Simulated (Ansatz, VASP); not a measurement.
One calculation of Be, two programs

```
Be
1.0
     0.00000    1.48893    1.48893
     1.48893    0.00000    1.48893
     1.48893    1.48893    0.00000
Be
1
Cartesian
  0.0000 0.0000 0.0000
```

Alike in both runs: task single point; functional LDA; k mesh 19 × 19 × 19; occupations fermi-dirac, width 0.1 eV; no spin polarisation.

|  | VASP | Ansatz |
| --- | --- | --- |
| version | VASP 6.6.1 | Ansatz 0.2.0 |
| potentials or method | VASP PAW LDA potentials, release 64 (Be), cutoff 600 eV | plane waves (420 eV) with PAW, scalar-relativistic |
| valence electrons in the cell | 2 | 2 |

Ansatz gave:

* pressure (GPa): 20.7

Q: What did VASP give for the same quantities?

A: Pressure (GPa): 21.4.

Ansatz warns that its potentials were made for another functional, while VASP's fit it. LDA's correlation is that of Perdew and Zunger in VASP and of Perdew and Wang (1992) in Ansatz.
